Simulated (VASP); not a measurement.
# WSe2 in VASP: notebook, part 2 of 2

VASP 6.6.1.

### 3 Single point, PBEsol (biaxial strain in the a-b plane: +6.0 %)

INCAR reads:

```
  PREC = Accurate
  ENCUT = 520
  EDIFF = 1E-6
  ISMEAR = 0
  SIGMA = 0.02
  LREAL = F
  LASPH = T
  NELM = 100
  ALGO = Normal
  ISIF = 2
  LWAVE = F
  LCHARG = F
  GGA = PS
  NBANDS = 20
```

KPOINTS reads:

```
Automatic mesh
0
Gamma
  12 12 2
```

POSCAR reads:

```
WSe2
1.0
    3.4664678394      0.0000000000      0.0000000000
   -1.7332339197      3.0020492103      0.0000000000
    0.0000000000      0.0000000000     16.0614131570
W Se
1 2
Direct
    0.0000000000      0.0000000000      0.0000000000
    0.3333333333      0.6666666667      0.0999580053
    0.3333333333      0.6666666667      0.9000419947
```

Potentials or basis: VASP PAW PBE potentials, release 64 (W_sv, Se).

Started as:

```bash
$ cat potpaw_PBE.64/W_sv/POTCAR potpaw_PBE.64/Se/POTCAR > POTCAR
$ mpirun -np 1 vasp_std > vasp.out
```

OUTCAR:

```text
PREC = Accurate
   ENCUT = 520
   EDIFF = 1E-6
   ISMEAR = 0
   LREAL = F
   LASPH = T
   NELM = 100
   ISIF = 2
   GGA = PS

 ion  position               nearest neighbor table
   1  0.000  0.000  0.000-   2 2.57   3 2.57   2 2.57   3 2.57   2 2.57   3 2.57
   2  0.333  0.667  0.100-   1 2.57   1 2.57   1 2.57
   3  0.333  0.667  0.900-   1 2.57   1 2.57   1 2.57

  LATTYP: Found a hexagonal cell.
 ALAT       =     3.4664678394
 C/A-ratio  =     4.6333656913

  Lattice vectors:

 A1 = (   3.4664678394,   0.0000000000,   0.0000000000)
 A2 = (  -1.7332339197,   3.0020492103,   0.0000000000)
 A3 = (   0.0000000000,   0.0000000000,  16.0614131570)

Analysis of symmetry for initial positions (statically):
=====================================================================
 Subroutine PRICEL returns:
 Original cell was already a primitive cell.

 Routine SETGRP: Setting up the symmetry group for a
 hexagonal supercell.

 Subroutine GETGRP returns: Found 12 space group operations
 (whereof 12 operations were pure point group operations)
 out of a pool of 24 trial point group operations.

The static configuration has the point symmetry D_3h.

Analysis of symmetry for dynamics (positions and initial velocities):
=====================================================================
 Subroutine PRICEL returns:
 Original cell was already a primitive cell.

 Routine SETGRP: Setting up the symmetry group for a
 hexagonal supercell.

 Subroutine GETGRP returns: Found 12 space group operations
 (whereof 12 operations were pure point group operations)
 out of a pool of 24 trial point group operations.

The dynamic configuration has the point symmetry D_3h.

 Subroutine INISYM returns: Found 12 space group operations
 (whereof 12 operations are pure point group operations),
[... 112 lines left out ...]
   EFERMI =   0.00;   METHOD = LEGACY
   ISMEAR =     0;   SIGMA  =   0.02  broadening in eV -4-tet -1-fermi 0-gaus
   EFERMI_NEDOS =   21; number of points for ismear=-14 and -15
   IALGO  =     38    algorithm
   IMIX   =      4    mixing-type and parameters
     AMIX     =   0.40;   BMIX     =  1.00
     AMIX_MAG =   1.60;   BMIX_MAG =  1.00
  volume/ion in A,a.u.               =      55.71       375.98
  Fermi-wavevector in a.u.,A,eV,Ry     =   0.880447  1.663803 10.547049  0.775186
  Thomas-Fermi vector in A             =   2.000808
   LORBIT       =      0    0 simple, 1 ext, 2 COOP (PROOUT), +10 PAW based schemes
   GGA     = PS    functional components
   LHFCALC =     F    Hartree Fock is set to
   AEXX    =    0.0000 exact exchange contribution
   IVDW    =     0    specifies the selected vdW correction
   LEPSILON=     F    determine dielectric tensor
   LRPA    =     F    only Hartree local field effects (RPA)
 non-spin polarized calculation
 Gauss-broadening in eV      SIGMA  =   0.02
  energy-cutoff  :      520.00
  volume of cell :      167.14
 maximum number of plane-waves:      4540
 NGX is ok and might be reduce to    28
   NGX = 13   NGY = 13   NGZ = 59

 number of electron      25.9999999 magnetization

 Free energy of the ion-electron system (eV)
  ---------------------------------------------------
  ext. energy  EPLUGINS =         0.00000000
  ---------------------------------------------------
  free energy    TOTEN  =       -22.96191227 eV

  energy without entropy =      -22.96191227  energy(sigma->0) =      -22.96191227

 E-fermi :  -0.8437     XC(G=0):  -4.7255

 val. band max:       -1.1054638873   @ k =   0.0000   0.0000   0.5000
 cond. band min:      -0.3008143160   @ k =   0.3333   0.3333   0.5000
 fundamental gap:      0.8046495713
 Fermi energy:        -0.8436549185

 k-point     1 :       0.0000    0.0000    0.0000
  band No.  band energies     occupation
      1     -75.4237      2.00000
      2     -39.5785      2.00000
      3     -39.5785      2.00000
      4     -39.5625      2.00000
      5     -15.6777      2.00000
      6     -14.3029      2.00000
[... 541 lines left out ...]
     19       5.2612      0.00000
     20       5.3750      0.00000

 [... further k-points ...]

------------------------ aborting loop because EDIFF is reached ----------------------------------------

  FORCE on cell =-STRESS in cart. coord.  units (eV):
  Direction    XX          YY          ZZ          XY          YZ          ZX
  --------------------------------------------------------------------------------------
  -------------------------------------------------------------------------------------
  Total       -4.6195196     -4.6195196      0.0525999      0.0000000      0.0000000      0.0000000
  in kB      -44.2811260    -44.2811260      0.5042046      0.0000000      0.0000000      0.0000000
  external PRESSURE =     -29.3526825 kB  Pullay stress =       0.0000000 kB

 VOLUME and BASIS-vectors are now :
 -----------------------------------------------------------------------------
  energy-cutoff  :      520.00
  volume of cell :      167.14
      direct lattice vectors                 reciprocal lattice vectors
     3.466467839  0.000000000  0.000000000     0.288478084  0.166552899  0.000000000
    -1.733233920  3.002049210  0.000000000     0.000000000  0.333105799  0.000000000
     0.000000000  0.000000000 16.061413157     0.000000000  0.000000000  0.062261022

 POSITION                                       TOTAL-FORCE (eV/Angst)
 -----------------------------------------------------------------------------------
      0.00000      0.00000      0.00000        -0.000000      0.000000      0.000000
     -0.00000      2.00137      1.60547         0.000000     -0.000000      0.019514
     -0.00000      2.00137     14.45595         0.000000     -0.000000     -0.019514
 -----------------------------------------------------------------------------------
    total drift:                                0.000000     -0.000000     -0.000000

  FREE ENERGIE OF THE ION-ELECTRON SYSTEM (eV)
  ---------------------------------------------------
  free  energy   TOTEN  =       -22.9619122676 eV

  energy  without entropy=      -22.9619122676  energy(sigma->0) =      -22.96191227
```

Run time: 5.3 min. Hardware: 1 thread of Intel Xeon 8259CL, shared host; peak memory 0.36 GiB.

What came out:

```yaml
Free_energy: -22.9619 eV
Largest_force: 0.020 eV/Å
Band_gap_on_the_k_mesh: 0.80 eV (least direct gap 1.06 eV)
```

Forces on the atoms (eV/Å):
```
W    0.000  0.000  0.000
Se   0.000  0.000  0.020
Se   0.000  0.000 -0.020
```

Caveat: the cell differs from its parent crystal (biaxial strain in the a-b plane: +6.0 %); there is no dipole correction, which matters where the two faces differ; the PAW data sets were made with another functional, which shifts forces and pressure a little; spin-orbit coupling is left out, which moves the levels of the heavy elements.

### 4 Single point, PBEsol

INCAR reads:

```
SYSTEM = WSe2
PREC = Accurate ; ENCUT = 520
EDIFF = 1E-6 ; ISMEAR = 0
SIGMA = 0.02 ; LREAL = .FALSE.
LASPH = .TRUE. ; NELM = 60
ALGO = Normal ; ISIF = 2
LWAVE = .FALSE. ; LCHARG = .TRUE.
GGA = PS ; LELF = .TRUE.
LVHAR = .TRUE. ; NBANDS = 20
```

KPOINTS reads:

```
regular mesh
0
G
  12 12 2
  0 0 0
```

POSCAR reads:

```
WSe2
1.0
    3.4664678394      0.0000000000      0.0000000000
   -1.7332339197      3.0020492103      0.0000000000
    0.0000000000      0.0000000000     16.0606903543
W Se
1 2
Direct
    0.0000000000      0.0000000000      0.0000000000
    0.3333333333      0.6666666667      0.0998558939
    0.3333333333      0.6666666667      0.9001441061
```

Started as:

```bash
$ cat potpaw_PBE.64/W_sv/POTCAR potpaw_PBE.64/Se/POTCAR > POTCAR
$ mpirun -np 1 vasp_std > vasp.out
```

It took 5.5 min on 1 thread of Intel Xeon 8259CL, shared host; peak memory 0.36 GiB.

It converged, with:

```yaml
Free_energy: -22.9618 eV
Largest_force: 0.049 eV/Å
Band_gap_on_the_k_mesh: 0.79 eV (least direct gap 1.06 eV)
```

Forces in eV/Å, atoms in the order of the input:
```
W    0.000  0.000  0.000
Se   0.000  0.000  0.049
Se   0.000  0.000 -0.049
```

Levels at points of the mesh, in eV from the valence-band top:
```csv
k point,band 9,band 10,band 11,band 12,band 13,band 14,band 15,band 16,band 17,band 18
"(0.00, 0.00, 0.00)",-2.89,-1.77,-1.77,-1.71,0.00,2.43,2.43,2.75,2.75,3.72
"(0.50, 0.00, 0.00)",-4.18,-3.28,-1.81,-1.54,-1.00,1.67,1.99,3.40,4.09,4.12
"(0.00, 0.00, 0.50)",-2.89,-1.77,-1.77,-1.71,0.00,2.43,2.43,2.75,2.75,3.73
"(0.50, 0.00, 0.50)",-4.18,-3.28,-1.81,-1.54,-1.00,1.67,1.99,3.40,4.09,4.12
```

Caveat: there is no dipole correction, which matters where the two faces differ; the PAW data sets were made with another functional, which shifts forces and pressure a little; spin-orbit coupling is left out, which moves the levels of the heavy elements.
